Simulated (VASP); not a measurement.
# GeSb2Te4 (P6mm) in VASP: further runs

The runs below take GeSb2Te4 through single point, with PBE.

Everything below comes from runs of VASP 6.6.1. Logs are shortened: lines on timing, memory, paths and dates and some standing lists are left out, and cuts for length are marked.

### 1 The cell of the first run

It takes space group P6mm (No. 183, hexagonal). Conventional cell: a = 6.146 Å, b = 6.146 Å, c = 7.772 Å, α = 90.00°, β = 90.00°, γ = 120.00°. Within 4.9 Å of Ge (site symmetry 6mm) lie 12 Te at 3.73 to 4.23 Å and 6 Sb at 4.89 Å. Sb (site symmetry 3m) has 2 Te at 2.09 to 2.24 Å within 2.8 Å. Te (site symmetry 3m) has 1 Sb at 2.24 Å within 3.0 Å. Within 2.8 Å of Te (site symmetry 3m) lie 1 Sb at 2.09 Å.

The cell was built from a structure type or drawn by symmetry, and may not be a known phase.

### 2 Single point, PBE

INCAR reads:

```
PREC = Accurate
ENCUT = 520
EDIFF = 1E-7
ISMEAR = 0
SIGMA = 0.1
LREAL = F
LASPH = T
NELM = 60
ALGO = Normal
ISIF = 2
LWAVE = F
LCHARG = T
GGA = PE
LELF = T
LVHAR = T
NBANDS = 33
```

KPOINTS reads:

```
Automatic mesh
0
Gamma
  3 3 2
```

POSCAR reads:

```
GeSb2Te4
1.0
    6.1463109200      0.0000000000      0.0000000000
   -3.0731554600      5.3228614000      0.0000000000
    0.0000000000      0.0000000000      7.7720705500
Ge Sb Te
1 2 4
Direct
    0.0000000000      0.0000000000      0.6719475800
    0.3333333300      0.6666666700      0.2381659000
    0.6666666700      0.3333333300      0.2381659000
    0.3333333300      0.6666666700      0.5258992100
    0.6666666700      0.3333333300      0.5258992100
    0.3333333300      0.6666666700      0.9692039600
    0.6666666700      0.3333333300      0.9692039600
```

Potentials or basis: VASP PAW PBE potentials, release 64 (Ge_d, Sb, Te).

Launch:

```console
cat potpaw_PBE.64/Ge_d/POTCAR potpaw_PBE.64/Sb/POTCAR potpaw_PBE.64/Te/POTCAR > POTCAR
mpirun -np 1 vasp_std > vasp.out
```

OUTCAR:

```text
PREC = Accurate
   ENCUT = 520
   EDIFF = 1E-7
   ISMEAR = 0
   LREAL = F
   LASPH = T
   NELM = 60
   ISIF = 2
   GGA = PE

 ion  position               nearest neighbor table
   1  0.000  0.000  0.672-
   2  0.333  0.667  0.238-   6 2.09   4 2.24   3 3.55   3 3.55   3 3.55
   3  0.667  0.333  0.238-   7 2.09   5 2.24   2 3.55   2 3.55   2 3.55
   4  0.333  0.667  0.526-   2 2.24   6 3.45   5 3.55   5 3.55   5 3.55
   5  0.667  0.333  0.526-   3 2.24   7 3.45   4 3.55   4 3.55   4 3.55
   6  0.333  0.667  0.969-   2 2.09   4 3.45   7 3.55   7 3.55   7 3.55
   7  0.667  0.333  0.969-   3 2.09   5 3.45   6 3.55   6 3.55   6 3.55

  LATTYP: Found a hexagonal cell.
 ALAT       =     6.1463109200
 C/A-ratio  =     1.2645098257

  Lattice vectors:

 A1 = (   6.1463109200,   0.0000000000,   0.0000000000)
 A2 = (  -3.0731554600,   5.3228614000,   0.0000000000)
 A3 = (   0.0000000000,   0.0000000000,   7.7720705500)

Analysis of symmetry for initial positions (statically):
=====================================================================
 Subroutine PRICEL returns:
 Original cell was already a primitive cell.

 Routine SETGRP: Setting up the symmetry group for a
 hexagonal supercell.

 Subroutine GETGRP returns: Found 12 space group operations
 (whereof 12 operations were pure point group operations)
 out of a pool of 24 trial point group operations.

The static configuration has the point symmetry C_6v.

Analysis of symmetry for dynamics (positions and initial velocities):
=====================================================================
 Subroutine PRICEL returns:
 Original cell was already a primitive cell.

 Routine SETGRP: Setting up the symmetry group for a
 hexagonal supercell.

 Subroutine GETGRP returns: Found 12 space group operations
 (whereof 12 operations were pure point group operations)
 out of a pool of 24 trial point group operations.

The dynamic configuration has the point symmetry C_6v.

 Subroutine INISYM returns: Found 12 space group operations
 (whereof 12 operations are pure point group operations),
 and found     1 'primitive' translations

----------------------------------------------------------------------------------------

                                     Primitive cell

  volume of cell :     254.2708

  direct lattice vectors                    reciprocal lattice vectors
     6.146310920  0.000000000  0.000000000     0.162699221  0.093934439  0.000000000
    -3.073155460  5.322861400  0.000000000     0.000000000  0.187868878  0.000000000
     0.000000000  0.000000000  7.772070550     0.000000000  0.000000000  0.128665842

  length of vectors
     6.146310920  6.146310923  7.772070550     0.187868878  0.187868878  0.128665842

  position of ions in fractional coordinates (direct lattice)
     0.000000000  0.000000000  0.671947580
     0.333333330  0.666666670  0.238165900
     0.666666670  0.333333330  0.238165900
     0.333333330  0.666666670  0.525899210
     0.666666670  0.333333330  0.525899210
     0.333333330  0.666666670  0.969203960
     0.666666670  0.333333330  0.969203960

  ion indices of the primitive-cell ions
   primitive index   ion index
                 1           1
                 2           2
                 3           3
                 4           4
                 5           5
                 6           6
                 7           7

----------------------------------------------------------------------------------------

 KPOINTS: Automatic mesh

Automatic generation of k-mesh.
 Grid dimensions read from file:
 generate k-points for:    3    3    2

 Generating k-lattice:

  Cartesian coordinates                     Fractional coordinates (reciprocal lattice)
     0.054233074  0.031311480  0.000000000     0.333333333 -0.000000000  0.000000000
     0.000000000  0.062622959  0.000000000     0.000000000  0.333333333  0.000000000
     0.000000000  0.000000000  0.064332921     0.000000000  0.000000000  0.500000000

  Length of vectors
     0.062622959  0.062622959  0.064332921

  Shift w.r.t. Gamma in fractional coordinates (k-lattice)
     0.000000000  0.000000000  0.000000000

 Subroutine IBZKPT returns following result:
 ===========================================

 Found      6 irreducible k-points:

 Following reciprocal coordinates:
            Coordinates               Weight
  0.000000  0.000000  0.000000      1.000000
  0.333333  0.000000  0.000000      6.000000
  0.333333  0.333333  0.000000      2.000000
  0.000000  0.000000  0.500000      1.000000
  0.333333  0.000000  0.500000      6.000000
  0.333333  0.333333  0.500000      2.000000
   k-points           NKPTS =      6   k-points in BZ     NKDIM =      6   number of bands    NBANDS=     33
   number of dos      NEDOS =    301   number of ions     NIONS =      7
   total plane-waves  NPLWV = 138240
   dimension x,y,z NGX =    48 NGY =   48 NGZ =   60
   dimension x,y,z NGXF=    96 NGYF=   96 NGZF=  120
   ions per type =               1   2   4
   NGX,Y,Z   is equivalent  to a cutoff of  12.98, 12.98, 12.83 a.u.
   NGXF,Y,Z  is equivalent  to a cutoff of  25.97, 25.97, 25.67 a.u.
 SYSTEM =  unknown system
   PREC   = accura    normal or accurate (medium, high low for compatibility)
   ISTART =      0    job   : 0-new  1-cont  2-samecut
   ICHARG =      2    charge: 1-file 2-atom 10-const
   ISPIN  =      1    spin polarized calculation?
   LNONCOLLINEAR =      F non collinear calculations
   LSORBIT =      F    spin-orbit coupling
   LASPH  =      T    aspherical Exc in radial PAW
   ENCUT  =  520.0 eV  38.22 Ry    6.18 a.u.  11.43 11.43 14.45*2*pi/ulx,y,z
   NELM   =     60;   NELMIN=  2; NELMDL= -5     # of ELM steps
   EDIFF  = 0.1E-06   stopping-criterion for ELM
   LREAL  =      F    real-space projection
   EDIFFG = 0.1E-05   stopping-criterion for IOM
   NSW    =      0    number of steps for IOM
   IBRION =     -1    ionic relax: 0-MD 1-quasi-New 2-CG
   NFREE  =      0    steps in history (QN), initial steepest desc. (CG)
   ISIF   =      2    stress and relaxation
   ISYM   =      2    0-nonsym 1-usesym 2-fastsym
   POTIM  = 0.5000    time-step for ionic-motion
   TEBEG  =    0.0;   TEEND  =   0.0 temperature during run
   PSTRESS=    0.0 pullay stress
   NELECT =      48.0000    total number of electrons
   NUPDOWN=      -1.0000    fix difference up-down
   EMIN   =  10.00;   EMAX   =-10.00  energy-range for DOS
   EFERMI =   0.00;   METHOD = LEGACY
   ISMEAR =     0;   SIGMA  =   0.10  broadening in eV -4-tet -1-fermi 0-gaus
   EFERMI_NEDOS =   21; number of points for ismear=-14 and -15
   IALGO  =     38    algorithm
   IMIX   =      4    mixing-type and parameters
     AMIX     =   0.40;   BMIX     =  1.00
     AMIX_MAG =   1.60;   BMIX_MAG =  1.00
  volume/ion in A,a.u.               =      36.32       245.13
  Fermi-wavevector in a.u.,A,eV,Ry     =   0.939124  1.774688 11.999720  0.881955
  Thomas-Fermi vector in A             =   2.066405
   LORBIT       =      0    0 simple, 1 ext, 2 COOP (PROOUT), +10 PAW based schemes
   GGA     = PE    functional components
   LHFCALC =     F    Hartree Fock is set to
   AEXX    =    0.0000 exact exchange contribution
   IVDW    =     0    specifies the selected vdW correction
   LEPSILON=     F    determine dielectric tensor
   LRPA    =     F    only Hartree local field effects (RPA)
 non-spin polarized calculation
 Gauss-broadening in eV      SIGMA  =   0.10
  energy-cutoff  :      520.00
  volume of cell :      254.27
 maximum number of plane-waves:      6870
 NGX is ok and might be reduce to    48
   NGX = 23   NGY = 23   NGZ = 29

 number of electron      47.9999986 magnetization

 Free energy of the ion-electron system (eV)
  ---------------------------------------------------
  ext. energy  EPLUGINS =         0.00000000
  ---------------------------------------------------
  free energy    TOTEN  =        -8.63391039 eV

  energy without entropy =       -8.59867965  energy(sigma->0) =       -8.61629502

 E-fermi :   4.7933     XC(G=0):  -8.3483

 val. band max:        4.7547846579   @ k =   0.0000   0.0000   0.5000
 cond. band min:       4.8111727608   @ k =   0.3333   0.0000   0.0000
 fundamental gap:      0.0563881030
 Fermi energy:         4.7932560950

 k-point     1 :       0.0000    0.0000    0.0000
  band No.  band energies     occupation
      1     -20.7410      2.00000
      2     -20.7410      2.00000
      3     -20.7111      2.00000
      4     -20.7111      2.00000
      5     -20.7020      2.00000
      6     -10.0392      2.00000
[... 25 lines left out ...]
     32       7.8382      0.00000
     33      11.1917      0.00000

 k-point     2 :       0.3333    0.0000    0.0000
  band No.  band energies     occupation
      1     -20.7410      2.00000
      2     -20.7410      2.00000
      3     -20.7111      2.00000
      4     -20.7111      2.00000
      5     -20.7020      2.00000
      6      -9.8190      2.00000
[... 25 lines left out ...]
     32       8.6943      0.00000
     33       9.5529      0.00000

 k-point     3 :       0.3333    0.3333    0.0000
  band No.  band energies     occupation
      1     -20.7410      2.00000
      2     -20.7410      2.00000
      3     -20.7111      2.00000
      4     -20.7111      2.00000
      5     -20.7020      2.00000
      6      -9.4945      2.00000
[... 25 lines left out ...]
     32       8.0807      0.00000
     33      10.1952      0.00000

 k-point     4 :       0.0000    0.0000    0.5000
  band No.  band energies     occupation
      1     -20.7410      2.00000
      2     -20.7410      2.00000
      3     -20.7111      2.00000
      4     -20.7111      2.00000
      5     -20.7020      2.00000
      6      -9.9617      2.00000
[... 25 lines left out ...]
     32       9.1218      0.00000
     33       9.1226      0.00000

 k-point     5 :       0.3333    0.0000    0.5000
  band No.  band energies     occupation
      1     -20.7410      2.00000
      2     -20.7410      2.00000
      3     -20.7111      2.00000
      4     -20.7111      2.00000
      5     -20.7020      2.00000
      6      -9.7449      2.00000
[... 25 lines left out ...]
     32       9.2177      0.00000
     33       9.2378      0.00000

 k-point     6 :       0.3333    0.3333    0.5000
  band No.  band energies     occupation
      1     -20.7410      2.00000
      2     -20.7410      2.00000
      3     -20.7111      2.00000
      4     -20.7111      2.00000
      5     -20.7020      2.00000
      6      -9.4245      2.00000
[... 25 lines left out ...]
     32       8.6326      0.00000
     33       9.0420      0.00000

------------------------ aborting loop because EDIFF is reached ----------------------------------------

  FORCE on cell =-STRESS in cart. coord.  units (eV):
  Direction    XX          YY          ZZ          XY          YZ          ZX
  --------------------------------------------------------------------------------------
  -------------------------------------------------------------------------------------
  Total        0.0461411      0.0461411    121.3746908      0.0000000      0.0000000      0.0000000
  in kB        0.2907382      0.2907382    764.7901764      0.0000000      0.0000000      0.0000000
  external PRESSURE =     255.1238843 kB  Pullay stress =       0.0000000 kB

 VOLUME and BASIS-vectors are now :
 -----------------------------------------------------------------------------
  energy-cutoff  :      520.00
  volume of cell :      254.27
      direct lattice vectors                 reciprocal lattice vectors
     6.146310920  0.000000000  0.000000000     0.162699221  0.093934439  0.000000000
    -3.073155460  5.322861400  0.000000000     0.000000000  0.187868878  0.000000000
     0.000000000  0.000000000  7.772070550     0.000000000  0.000000000  0.128665842

 POSITION                                       TOTAL-FORCE (eV/Angst)
 -----------------------------------------------------------------------------------
      0.00000      0.00000      5.22242        -0.000000      0.000000     -0.042181
     -0.00000      3.54857      1.85104        -0.000000     -0.000000      7.869734
      3.07316      1.77429      1.85104         0.000000     -0.000000      7.869734
     -0.00000      3.54857      4.08733        -0.000000      0.000000      9.867222
      3.07316      1.77429      4.08733         0.000000     -0.000000      9.867222
     -0.00000      3.54857      7.53272        -0.000000      0.000000    -17.715865
      3.07316      1.77429      7.53272         0.000000     -0.000000    -17.715865
 -----------------------------------------------------------------------------------
    total drift:                               -0.000000     -0.000000      0.000889

  FREE ENERGIE OF THE ION-ELECTRON SYSTEM (eV)
  ---------------------------------------------------
  free  energy   TOTEN  =        -8.6339103867 eV

  energy  without entropy=       -8.5986796521  energy(sigma->0) =       -8.61629502
```

Run time: 99 s. Hardware: 1 thread of Intel Xeon Platinum 8175M at 2.50GHz (Skylake/Cascade Lake), shared host; peak memory 0.39 GiB.

What came out:

- Free energy: -8.6339 eV
- Pressure: 25.5 GPa
- Largest force: 17.716 eV/Å
- Band gap on the k mesh: zero (bands 24 and 25 overlap by 0.81 eV)

Forces on the atoms (eV/Å):
```
Ge    0.000   0.000  -0.042
Sb    0.000   0.000   7.870
Sb    0.000   0.000   7.870
Te    0.000   0.000   9.867
Te    0.000   0.000   9.867
Te    0.000   0.000 -17.716
Te    0.000   0.000 -17.716
```

Stress tensor (GPa, compression positive):
```
 0.03  0.00  0.00
 0.00  0.03  0.00
 0.00  0.00 76.48
```

Caveat: the k points lie up to 0.40 Å⁻¹ apart, too coarse for converged energies and pressures of a metal; spin-orbit coupling is left out, which moves the levels of the heavy elements; forces of over 1 eV/Å act on the atoms, so gaps and moduli don't describe the material at rest.

[end of part 1 of 2]
